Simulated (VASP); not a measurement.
# KF (P4/mmm) in VASP: notebook

KF is run at these levels: LDA; tasks: single point.

Program: VASP 6.6.1. These are calculated values, not measurements. Logs are shortened: lines on timing, memory, paths and dates and some standing lists are left out, and cuts for length are marked.

**1. The cell of the first run**

Symmetry: P4/mmm, No. 123, tetragonal system. The conventional cell has a = 3.067 Å, b = 3.067 Å, c = 3.680 Å, α = 90.00°, β = 90.00°, γ = 90.00°. Within 3.7 Å of K (site symmetry 4/mmm) lie 8 F at 2.84 Å and 6 K at 3.07 to 3.68 Å. F (site symmetry 4/mmm) has 8 K at 2.84 Å and 6 F at 3.07 to 3.68 Å within 3.7 Å.

**2. Single point, LDA**

The input, INCAR:

```
SYSTEM = KF
PREC = Accurate ; ENCUT = 520
EDIFF = 1E-7 ; ISMEAR = 0
SIGMA = 0.05 ; LREAL = .False.
LASPH = .True. ; NELM = 60
ALGO = Normal ; ISIF = 2
LWAVE = .False. ; LCHARG = .True.
GGA = CA ; LELF = .True.
LVHAR = .True. ; NBANDS = 15
```

The input, KPOINTS:

```
Automatic mesh
0
Gamma
  8 8 8
  0 0 0
```

The input, POSCAR:

```
KF
1.0
    3.0667940715      0.0000000000      0.0000000000
    0.0000000000      3.0667940715      0.0000000000
    0.0000000000      0.0000000000      3.6801528858
K F
1 1
Direct
    0.0000000000      0.0000000000      0.0000000000
    0.5000000000      0.5000000000      0.5000000000
```

Potentials or basis: VASP PAW LDA potentials, release 64 (K_sv, F).

Launch:

```
$ cat potpaw_LDA.64/K_sv/POTCAR potpaw_LDA.64/F/POTCAR > POTCAR
$ mpirun -np 1 vasp_std > vasp.out
```

OUTCAR:

```text
SYSTEM = KF
   PREC = Accurate
   ENCUT = 520
   EDIFF = 1E-7
   ISMEAR = 0
   LREAL = .False.
   LASPH = .True.
   NELM = 60
   ISIF = 2
   GGA = CA

 ion  position               nearest neighbor table
   1  0.000  0.000  0.000-   2 2.84   2 2.84   2 2.84   2 2.84   2 2.84   2 2.84   2 2.84   2 2.84

   2  0.500  0.500  0.500-   1 2.84   1 2.84   1 2.84   1 2.84   1 2.84   1 2.84   1 2.84   1 2.84

  LATTYP: Found a simple tetragonal cell.
 ALAT       =     3.0667940715
 C/A-ratio  =     1.2000000000

  Lattice vectors:

 A1 = (   3.0667940715,   0.0000000000,   0.0000000000)
 A2 = (   0.0000000000,   3.0667940715,   0.0000000000)
 A3 = (   0.0000000000,   0.0000000000,   3.6801528858)

Analysis of symmetry for initial positions (statically):
=====================================================================
 Subroutine PRICEL returns:
 Original cell was already a primitive cell.

 Routine SETGRP: Setting up the symmetry group for a
 simple tetragonal supercell.

 Subroutine GETGRP returns: Found 16 space group operations
 (whereof 16 operations were pure point group operations)
 out of a pool of 16 trial point group operations.

The static configuration has the point symmetry D_4h.

Analysis of symmetry for dynamics (positions and initial velocities):
=====================================================================
 Subroutine PRICEL returns:
 Original cell was already a primitive cell.

 Routine SETGRP: Setting up the symmetry group for a
 simple tetragonal supercell.

 Subroutine GETGRP returns: Found 16 space group operations
 (whereof 16 operations were pure point group operations)
 out of a pool of 16 trial point group operations.

The dynamic configuration has the point symmetry D_4h.

 Subroutine INISYM returns: Found 16 space group operations
 (whereof 16 operations are pure point group operations),
 and found     1 'primitive' translations

----------------------------------------------------------------------------------------

                                     Primitive cell

  volume of cell :      34.6127

  direct lattice vectors                    reciprocal lattice vectors
     3.066794071  0.000000000  0.000000000     0.326073410  0.000000000  0.000000000
     0.000000000  3.066794071  0.000000000     0.000000000  0.326073410  0.000000000
     0.000000000  0.000000000  3.680152886     0.000000000  0.000000000  0.271727841

  length of vectors
     3.066794071  3.066794071  3.680152886     0.326073410  0.326073410  0.271727841

  position of ions in fractional coordinates (direct lattice)
     0.000000000  0.000000000  0.000000000
     0.500000000  0.500000000  0.500000000

  ion indices of the primitive-cell ions
   primitive index   ion index
                 1           1
                 2           2

----------------------------------------------------------------------------------------

 KPOINTS: Automatic mesh

Automatic generation of k-mesh.
 Grid dimensions read from file:
 generate k-points for:    8    8    8

 Generating k-lattice:

  Cartesian coordinates                     Fractional coordinates (reciprocal lattice)
     0.040759176  0.000000000  0.000000000     0.125000000  0.000000000  0.000000000
     0.000000000  0.040759176  0.000000000     0.000000000  0.125000000  0.000000000
     0.000000000  0.000000000  0.033965980     0.000000000  0.000000000  0.125000000

  Length of vectors
     0.040759176  0.040759176  0.033965980

  Shift w.r.t. Gamma in fractional coordinates (k-lattice)
     0.000000000  0.000000000  0.000000000

 Subroutine IBZKPT returns following result:
 ===========================================

 Found     75 irreducible k-points:

 Following reciprocal coordinates:
            Coordinates               Weight
  0.000000  0.000000  0.000000      1.000000
  0.125000  0.000000  0.000000      4.000000
  0.250000  0.000000  0.000000      4.000000
  0.375000  0.000000  0.000000      4.000000
  0.500000  0.000000  0.000000      2.000000
  0.125000  0.125000  0.000000      4.000000
[... 16 lines left out ...]
  0.375000  0.125000  0.125000     16.000000
  0.500000  0.125000  0.125000      8.000000
 [... further k-points ...]
   k-points           NKPTS =     75   k-points in BZ     NKDIM =     75   number of bands    NBANDS=     15
   number of dos      NEDOS =    301   number of ions     NIONS =      2
   total plane-waves  NPLWV =  16128
   dimension x,y,z NGX =    24 NGY =   24 NGZ =   28
   dimension x,y,z NGXF=    48 NGYF=   48 NGZF=   56
   ions per type =               1   1
   NGX,Y,Z   is equivalent  to a cutoff of  13.01, 13.01, 12.65 a.u.
   NGXF,Y,Z  is equivalent  to a cutoff of  26.02, 26.02, 25.30 a.u.
 SYSTEM =  KF
   PREC   = accura    normal or accurate (medium, high low for compatibility)
   ISTART =      0    job   : 0-new  1-cont  2-samecut
   ICHARG =      2    charge: 1-file 2-atom 10-const
   ISPIN  =      1    spin polarized calculation?
   LNONCOLLINEAR =      F non collinear calculations
   LSORBIT =      F    spin-orbit coupling
   LASPH  =      T    aspherical Exc in radial PAW
   ENCUT  =  520.0 eV  38.22 Ry    6.18 a.u.   5.70  5.70  6.84*2*pi/ulx,y,z
   NELM   =     60;   NELMIN=  2; NELMDL= -5     # of ELM steps
   EDIFF  = 0.1E-06   stopping-criterion for ELM
   LREAL  =      F    real-space projection
   EDIFFG = 0.1E-05   stopping-criterion for IOM
   NSW    =      0    number of steps for IOM
   IBRION =     -1    ionic relax: 0-MD 1-quasi-New 2-CG
   NFREE  =      0    steps in history (QN), initial steepest desc. (CG)
   ISIF   =      2    stress and relaxation
   ISYM   =      2    0-nonsym 1-usesym 2-fastsym
   POTIM  = 0.5000    time-step for ionic-motion
   TEBEG  =    0.0;   TEEND  =   0.0 temperature during run
   PSTRESS=    0.0 pullay stress
   NELECT =      16.0000    total number of electrons
   NUPDOWN=      -1.0000    fix difference up-down
   EMIN   =  10.00;   EMAX   =-10.00  energy-range for DOS
   EFERMI =   0.00;   METHOD = LEGACY
   ISMEAR =     0;   SIGMA  =   0.05  broadening in eV -4-tet -1-fermi 0-gaus
   EFERMI_NEDOS =   21; number of points for ismear=-14 and -15
   IALGO  =     38    algorithm
   IMIX   =      4    mixing-type and parameters
     AMIX     =   0.40;   BMIX     =  1.00
     AMIX_MAG =   1.60;   BMIX_MAG =  1.00
  volume/ion in A,a.u.               =      17.31       116.79
  Fermi-wavevector in a.u.,A,eV,Ry     =   1.265814  2.392041 21.800402  1.602284
  Thomas-Fermi vector in A             =   2.399047
   LORBIT       =      0    0 simple, 1 ext, 2 COOP (PROOUT), +10 PAW based schemes
   GGA     = CA    functional components
   LHFCALC =     F    Hartree Fock is set to
   AEXX    =    0.0000 exact exchange contribution
   IVDW    =     0    specifies the selected vdW correction
   LEPSILON=     F    determine dielectric tensor
   LRPA    =     F    only Hartree local field effects (RPA)
 non-spin polarized calculation
 Gauss-broadening in eV      SIGMA  =   0.05
  energy-cutoff  :      520.00
  volume of cell :       34.61
 maximum number of plane-waves:       944
 NGX is ok and might be reduce to    24

 number of electron      16.0000006 magnetization

 Free energy of the ion-electron system (eV)
  ---------------------------------------------------
  ext. energy  EPLUGINS =         0.00000000
  ---------------------------------------------------
  free energy    TOTEN  =        -8.66373669 eV

  energy without entropy =       -8.66373669  energy(sigma->0) =       -8.66373669

 E-fermi :  -1.7816     XC(G=0):  -9.7281

 val. band max:       -2.0484915176   @ k =   0.5000   0.0000   0.5000
 cond. band min:       3.2879139990   @ k =   0.0000   0.0000   0.0000
 fundamental gap:      5.3364055166
 Fermi energy:        -1.7816144611

 k-point     1 :       0.0000    0.0000    0.0000
  band No.  band energies     occupation
      1     -29.2291      2.00000
      2     -20.7859      2.00000
      3     -12.6364      2.00000
      4     -12.2517      2.00000
      5     -12.2517      2.00000
      6      -2.7131      2.00000
      7      -2.1254      2.00000
      8      -2.1254      2.00000
      9       3.2879      0.00000
     10       5.4886      0.00000
     11       5.5916      0.00000
     12      11.0617      0.00000
     13      11.0617      0.00000
     14      12.0429      0.00000
     15      15.5152      0.00000

 k-point     2 :       0.1250    0.0000    0.0000
  band No.  band energies     occupation
      1     -29.1976      2.00000
      2     -20.7795      2.00000
      3     -12.6039      2.00000
      4     -12.4515      2.00000
      5     -12.2297      2.00000
      6      -2.7397      2.00000
      7      -2.3936      2.00000
      8      -2.1242      2.00000
      9       3.7612      0.00000
     10       5.6991      0.00000
     11       5.9990      0.00000
     12      10.5511      0.00000
     13      11.1361      0.00000
     14      11.5706      0.00000
     15      15.8105      0.00000

 k-point     3 :       0.2500    0.0000    0.0000
  band No.  band energies     occupation
      1     -29.1201      2.00000
      2     -20.7665      2.00000
      3     -12.9037      2.00000
      4     -12.5242      2.00000
      5     -12.1758      2.00000
      6      -2.9574      2.00000
      7      -2.8081      2.00000
      8      -2.1224      2.00000
      9       4.8588      0.00000
     10       6.2238      0.00000
     11       7.0698      0.00000
     12       9.6390      0.00000
     13      10.6592      0.00000
     14      11.3241      0.00000
     15      16.0959      0.00000
[... 343 lines left out ...]
 k-point    23 :       0.3750    0.1250    0.1250
  band No.  band energies     occupation
      1     -29.0074      2.00000
      2     -20.7282      2.00000
      3     -13.3252      2.00000
      4     -12.4698      2.00000
      5     -12.3281      2.00000
      6      -3.3089      2.00000
      7      -2.8707      2.00000
      8      -2.2714      2.00000
      9       6.2825      0.00000
     10       7.1996      0.00000
     11       7.8305      0.00000
     12       8.7573      0.00000
     13      10.0732      0.00000
     14      10.5666      0.00000
     15      15.4328      0.00000

 k-point    24 :       0.5000    0.1250    0.1250
  band No.  band energies     occupation
      1     -28.9747      2.00000
      2     -20.7191      2.00000
      3     -13.4930      2.00000
      4     -12.4441      2.00000
      5     -12.3057      2.00000
      6      -3.4658      2.00000
      7      -2.8902      2.00000
      8      -2.2565      2.00000
      9       6.9194      0.00000
     10       7.1322      0.00000
     11       7.7920      0.00000
     12       8.4736      0.00000
     13      10.5755      0.00000
     14      10.5981      0.00000
     15      15.1920      0.00000

 [... further k-points ...]
[... 5 lines left out ...]
  --------------------------------------------------------------------------------------
  -------------------------------------------------------------------------------------
  Total       -0.0542203     -0.0542203     -3.5317364      0.0000000      0.0000000     -0.0000000
  in kB       -2.5097902     -2.5097902   -163.4796780      0.0000000      0.0000000     -0.0000000
  external PRESSURE =     -56.1664195 kB  Pullay stress =       0.0000000 kB

 VOLUME and BASIS-vectors are now :
 -----------------------------------------------------------------------------
  energy-cutoff  :      520.00
  volume of cell :       34.61
      direct lattice vectors                 reciprocal lattice vectors
     3.066794071  0.000000000  0.000000000     0.326073410  0.000000000  0.000000000
     0.000000000  3.066794071  0.000000000     0.000000000  0.326073410  0.000000000
     0.000000000  0.000000000  3.680152886     0.000000000  0.000000000  0.271727841

 POSITION                                       TOTAL-FORCE (eV/Angst)
 -----------------------------------------------------------------------------------
      0.00000      0.00000      0.00000         0.000000      0.000000      0.000000
      1.53340      1.53340      1.84008         0.000000      0.000000      0.000000
 -----------------------------------------------------------------------------------
    total drift:                                0.000000      0.000000     -0.000000

  FREE ENERGIE OF THE ION-ELECTRON SYSTEM (eV)
  ---------------------------------------------------
  free  energy   TOTEN  =        -8.6637366867 eV

  energy  without entropy=       -8.6637366867  energy(sigma->0) =       -8.66373669
```

Wall time 19 s (1 thread of Intel Xeon Platinum 8375C at 2.90GHz (Ice Lake), shared host); peak memory 0.15 GiB.

Results:

```yaml
Free_energy: -8.6637 eV
Pressure: -5.6 GPa
Band_gap_on_the_k_mesh: 5.34 eV, indirect (least direct gap 5.41 eV)
```

Stress tensor (GPa, compression positive):
```
 -0.25   0.00   0.00
  0.00  -0.25   0.00
  0.00   0.00 -16.35
```

 A k mesh can miss the band edges.

**3. Single point, LDA**

This run uses another cell than the first one, of the same volume but with other edges.

The input, INCAR:

```
SYSTEM = KF
PREC = Accurate
ENCUT = 520
EDIFF = 1E-7
ISMEAR = 0
SIGMA = 0.05
LREAL = .False.
LASPH = .True.
NELM = 100
ALGO = Normal
ISIF = 2
LWAVE = .False.
LCHARG = .False.
NBANDS = 15
```

The input, KPOINTS:

```
regular mesh
0
Gamma
  8 8 8
  0 0 0
```

The input, POSCAR:

```
KF
1.0
    3.5403551428      0.0000000000      0.0000000000
    0.0000000000      3.5403551428      0.0000000000
    0.0000000000      0.0000000000      2.7614770114
K F
1 1
Direct
    0.0000000000      0.0000000000      0.0000000000
    0.5000000000      0.5000000000      0.5000000000
```

Potentials or basis: VASP PAW LDA potentials, release 64 (K_sv, F).

Launch:

```
$ cat potpaw_LDA.64/K_sv/POTCAR potpaw_LDA.64/F/POTCAR > POTCAR
$ mpirun -np 1 vasp_std > vasp.out
```

Run time: 23 s. Hardware: 1 thread of Intel Xeon Platinum 8375C at 2.90GHz (Ice Lake), shared host; peak memory 0.16 GiB.

The run converged. Its results:

- Free energy: -8.4816 eV
- Pressure: -4.7 GPa
- Band gap on the k mesh: 4.85 eV, indirect (least direct gap 4.87 eV)

Stress tensor (GPa, compression positive):
```
-12.40   0.00   0.00
  0.00 -12.40   0.00
  0.00   0.00  10.74
```

Levels at points of the mesh, in eV from the valence-band top:
```csv
k point,band 5,band 6,band 7,band 8,band 9,band 10,band 11,band 12
"(0.00, 0.00, 0.00)",-10.33,-1.09,-1.09,-0.03,4.85,6.47,7.18,11.37
"(0.50, 0.00, 0.00)",-10.30,-2.09,-1.34,-0.05,7.24,7.82,8.98,11.01
"(0.50, 0.50, 0.00)",-10.27,-1.45,-1.45,0.00,7.15,8.13,11.48,11.48
"(0.00, 0.00, 0.50)",-10.90,-2.16,-1.03,-1.03,8.83,9.26,9.32,9.32
"(0.50, 0.00, 0.50)",-10.86,-1.71,-1.23,-0.88,6.36,8.25,8.74,10.76
"(0.50, 0.50, 0.50)",-11.25,-2.00,-1.66,-1.66,7.97,7.97,10.66,13.38
```

 A k mesh can miss the band edges.

[end of part 1 of 2]
